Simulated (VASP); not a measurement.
# Ba2LiIrO6 (Fm-3m) in VASP: single point with PBE

Aim: the single point of Ba2LiIrO6 with PBE.

Everything below comes from runs of VASP 6.6.1. Logs are shortened: lines on timing, memory, paths and dates and some standing lists are left out, and cuts for length are marked.

## (1) The cell of the first run

It takes space group Fm-3m (No. 225, cubic). Conventional cell: a = 8.162 Å, b = 8.162 Å, c = 8.162 Å, α = 90.00°, β = 90.00°, γ = 90.00°. Li (site symmetry m-3m) has 6 O at 2.16 Å within 2.9 Å. Within 3.8 Å of Ba (site symmetry -43m) lie 12 O at 2.89 Å and 4 Li at 3.53 Å and 4 Ir at 3.53 Å. Within 2.5 Å of Ir (site symmetry m-3m) lie 6 O at 1.92 Å. O (site symmetry 4mm) has 1 Ir at 1.92 Å and 1 Li at 2.16 Å within 2.5 Å.

## (2) Single point, PBE

Input file INCAR:

```
SYSTEM = Ba2LiIrO6
PREC     = Accurate       ! precision mode
ENCUT    = 520            ! plane-wave cutoff, eV
EDIFF    = 1E-6           ! SCF threshold, eV
ISMEAR   = 0              ! smearing method
SIGMA    = 0.2204         ! smearing width, eV
LREAL    = .FALSE.        ! projectors in reciprocal space
LASPH    = .TRUE.         ! aspherical terms in the spheres
NELM     = 100            ! most SCF steps
ALGO     = Normal         ! electronic algorithm
ISIF     = 2              ! what is computed and relaxed
LWAVE    = .FALSE.        ! write WAVECAR
LCHARG   = .FALSE.        ! write CHGCAR
GGA      = PE             ! functional
NBANDS   = 45             ! bands
```

Input file KPOINTS:

```
Automatic mesh
0
G
  7 7 7
  0 0 0
```

Input file POSCAR:

```
Ba2LiIrO6
1.0
    0.0000000000      4.0808710000      4.0808710000
    4.0808710000      0.0000000000      4.0808710000
    4.0808710000      4.0808710000      0.0000000000
Li Ba Ir O
1 2 1 6
Direct
    0.5000000000      0.5000000000      0.5000000000
    0.2500000000      0.2500000000      0.2500000000
    0.7500000000      0.7500000000      0.7500000000
    0.0000000000      0.0000000000      0.0000000000
    0.7648565173      0.2351434827      0.2351434827
    0.2351434827      0.7648565173      0.2351434827
    0.2351434827      0.7648565173      0.7648565173
    0.7648565173      0.2351434827      0.7648565173
    0.2351434827      0.2351434827      0.7648565173
    0.7648565173      0.7648565173      0.2351434827
```

Potentials or basis: VASP PAW PBE potentials, release 64 (Li_sv, Ba_sv, Ir, O).

Command:

```sh
cat potpaw_PBE.64/Li_sv/POTCAR potpaw_PBE.64/Ba_sv/POTCAR potpaw_PBE.64/Ir/POTCAR potpaw_PBE.64/O/POTCAR > POTCAR
mpirun -np 1 vasp_std > vasp.out
```

OUTCAR:

```text
SYSTEM = Ba2LiIrO6
   PREC = Accurate
   ENCUT = 520
   EDIFF = 1E-6
   ISMEAR = 0
   LREAL = .FALSE.
   LASPH = .TRUE.
   NELM = 100
   ISIF = 2
   GGA = PE

 ion  position               nearest neighbor table
   1  0.500  0.500  0.500-   5 2.16   6 2.16   7 2.16   8 2.16   9 2.16  10 2.16   2 3.53   2 3.53
                             2 3.53   3 3.53   2 3.53   3 3.53   3 3.53   3 3.53
   2  0.250  0.250  0.250-   5 2.89   8 2.89  10 2.89   6 2.89   7 2.89  10 2.89   7 2.89   8 2.89
                             9 2.89   5 2.89   6 2.89   9 2.89   1 3.53   4 3.53   4 3.53   4 3.53
   3  0.750  0.750  0.750-   7 2.89   8 2.89  10 2.89   5 2.89   6 2.89  10 2.89   5 2.89   8 2.89
                             9 2.89   6 2.89   7 2.89   9 2.89   4 3.53   1 3.53   1 3.53   4 3.53
   4  0.000  0.000  0.000-   5 1.92   6 1.92   7 1.92   8 1.92   9 1.92  10 1.92   3 3.53   3 3.53
                             2 3.53   3 3.53   3 3.53   2 3.53   2 3.53   2 3.53
   5  0.765  0.235  0.235-   4 1.92   1 2.16   3 2.89   2 2.89   3 2.89   2 2.89
   6  0.235  0.765  0.235-   4 1.92   1 2.16   3 2.89   2 2.89   3 2.89   2 2.89
   7  0.235  0.765  0.765-   4 1.92   1 2.16   3 2.89   3 2.89   2 2.89   2 2.89
   8  0.765  0.235  0.765-   4 1.92   1 2.16   3 2.89   3 2.89   2 2.89   2 2.89
   9  0.235  0.235  0.765-   4 1.92   1 2.16   3 2.89   2 2.89   3 2.89   2 2.89
  10  0.765  0.765  0.235-   4 1.92   1 2.16   3 2.89   3 2.89   2 2.89   2 2.89

  LATTYP: Found a face centered cubic cell.
 ALAT       =     8.1617420000

  Lattice vectors:

 A1 = (   0.0000000000,   4.0808710000,   4.0808710000)
 A2 = (   4.0808710000,   0.0000000000,   4.0808710000)
 A3 = (   4.0808710000,   4.0808710000,   0.0000000000)

Analysis of symmetry for initial positions (statically):
=====================================================================
 Subroutine PRICEL returns:
 Original cell was already a primitive cell.

 Routine SETGRP: Setting up the symmetry group for a
 face centered cubic supercell.

 Subroutine GETGRP returns: Found 48 space group operations
 (whereof 48 operations were pure point group operations)
 out of a pool of 48 trial point group operations.

The static configuration has the point symmetry O_h .

Analysis of symmetry for dynamics (positions and initial velocities):
=====================================================================
 Subroutine PRICEL returns:
 Original cell was already a primitive cell.

 Routine SETGRP: Setting up the symmetry group for a
 face centered cubic supercell.

 Subroutine GETGRP returns: Found 48 space group operations
 (whereof 48 operations were pure point group operations)
 out of a pool of 48 trial point group operations.

The dynamic configuration has the point symmetry O_h .

[... 123 lines left out ...]
   EFERMI =   0.00;   METHOD = LEGACY
   ISMEAR =     0;   SIGMA  =   0.22  broadening in eV -4-tet -1-fermi 0-gaus
   EFERMI_NEDOS =   21; number of points for ismear=-14 and -15
   IALGO  =     38    algorithm
   IMIX   =      4    mixing-type and parameters
     AMIX     =   0.40;   BMIX     =  1.00
     AMIX_MAG =   1.60;   BMIX_MAG =  1.00
  volume/ion in A,a.u.               =      13.59        91.72
  Fermi-wavevector in a.u.,A,eV,Ry     =   1.299616  2.455917 22.980252  1.689001
  Thomas-Fermi vector in A             =   2.430868
   LORBIT       =      0    0 simple, 1 ext, 2 COOP (PROOUT), +10 PAW based schemes
   GGA     = PE    functional components
   LHFCALC =     F    Hartree Fock is set to
   AEXX    =    0.0000 exact exchange contribution
   IVDW    =     0    specifies the selected vdW correction
   LEPSILON=     F    determine dielectric tensor
   LRPA    =     F    only Hartree local field effects (RPA)
 non-spin polarized calculation
 Gauss-broadening in eV      SIGMA  =   0.22
  energy-cutoff  :      520.00
  volume of cell :      135.92
 maximum number of plane-waves:      3695
 NGX is ok and might be reduce to    48
   NGX = 21   NGY = 21   NGZ = 21

 number of electron      68.0000015 magnetization

 Free energy of the ion-electron system (eV)
  ---------------------------------------------------
  ext. energy  EPLUGINS =         0.00000000
  ---------------------------------------------------
  free energy    TOTEN  =       -62.54884490 eV

  energy without entropy =      -62.37002020  energy(sigma->0) =      -62.45943255

 E-fermi :   3.1009     XC(G=0): -10.5928

 val. band max:        3.0711622487   @ k =  -0.2857   0.2857   0.0000
 cond. band min:       3.1009655275   @ k =  -0.1429   0.1429   0.0000
 fundamental gap:      0.0298032788
 Fermi energy:         3.1008565777

 k-point     1 :       0.0000    0.0000    0.0000
  band No.  band energies     occupation
      1     -40.9407      2.00000
      2     -22.7405      2.00000
      3     -22.5447      2.00000
      4     -15.1688      2.00000
      5     -14.4035      2.00000
      6     -14.4035      2.00000
[... 949 lines left out ...]
     44      10.8239      0.00000
     45      10.8335      0.00000

------------------------ aborting loop because EDIFF is reached ----------------------------------------

  FORCE on cell =-STRESS in cart. coord.  units (eV):
  Direction    XX          YY          ZZ          XY          YZ          ZX
  --------------------------------------------------------------------------------------
  -------------------------------------------------------------------------------------
  Total        1.6249131      1.6249131      1.6249131     -0.0000000     -0.0000000     -0.0000000
  in kB       19.1536759     19.1536759     19.1536759     -0.0000000     -0.0000000     -0.0000000
  external PRESSURE =      19.1536759 kB  Pullay stress =       0.0000000 kB

 VOLUME and BASIS-vectors are now :
 -----------------------------------------------------------------------------
  energy-cutoff  :      520.00
  volume of cell :      135.92
      direct lattice vectors                 reciprocal lattice vectors
     0.000000000  4.080871000  4.080871000    -0.122522863  0.122522863  0.122522863
     4.080871000  0.000000000  4.080871000     0.122522863 -0.122522863  0.122522863
     4.080871000  4.080871000  0.000000000     0.122522863  0.122522863 -0.122522863

 POSITION                                       TOTAL-FORCE (eV/Angst)
 -----------------------------------------------------------------------------------
      4.08087      4.08087      4.08087        -0.000000      0.000000      0.000000
      2.04044      2.04044      2.04044         0.000000      0.000000      0.000000
      6.12131      6.12131      6.12131        -0.000000      0.000000      0.000000
      0.00000      0.00000      0.00000        -0.000000      0.000000      0.000000
      1.91918      4.08087      4.08087         0.261226      0.000000      0.000000
      4.08087      1.91918      4.08087        -0.000000      0.261226      0.000000
      6.24256      4.08087      4.08087        -0.261226      0.000000      0.000000
      4.08087      6.24256      4.08087        -0.000000     -0.261226      0.000000
      4.08087      4.08087      1.91918        -0.000000      0.000000      0.261226
      4.08087      4.08087      6.24256        -0.000000      0.000000     -0.261226
 -----------------------------------------------------------------------------------
    total drift:                               -0.000000     -0.000000     -0.000000

  FREE ENERGIE OF THE ION-ELECTRON SYSTEM (eV)
  ---------------------------------------------------
  free  energy   TOTEN  =       -62.5488448979 eV

  energy  without entropy=      -62.3700202036  energy(sigma->0) =      -62.45943255
```

stdout:

```text
POSCAR found type information on POSCAR LiBaIrO
 POSCAR found :  4 types and      10 ions
 scaLAPACK will be used
 LDA part: xc-table for (Slater+PW92), standard interpolation
 POSCAR, INCAR and KPOINTS ok, starting setup
 FFT: planning ... GRIDC
 FFT: planning ... GRID_SOFT
 FFT: planning ... GRID
 WAVECAR not read
 entering main loop
```

It took 2.5 min on 1 thread of Intel Xeon Platinum 8259CL at 2.50GHz (Skylake/Cascade Lake), shared host; peak memory 0.39 GiB.

Results:

* Free energy: -62.5488 eV
* Largest force: 0.261 eV/Å
* Band gap on the k mesh: zero (bands 34 and 35 overlap by 0.01 eV)

Forces in eV/Å, atoms in the order of the input:
```
Li   0.000  0.000  0.000
Ba   0.000  0.000  0.000
Ba   0.000  0.000  0.000
Ir   0.000  0.000  0.000
O    0.261  0.000  0.000
O    0.000  0.261  0.000
O   -0.261  0.000  0.000
O    0.000 -0.261  0.000
O    0.000  0.000  0.261
O    0.000  0.000 -0.261
```

Caveat: the cutoff is under 1.25 times the usual one of these potentials, so pressure, stress and relaxed cells hold a basis-set (Pulay) error; spin-orbit coupling is left out, which moves the levels of the heavy elements.
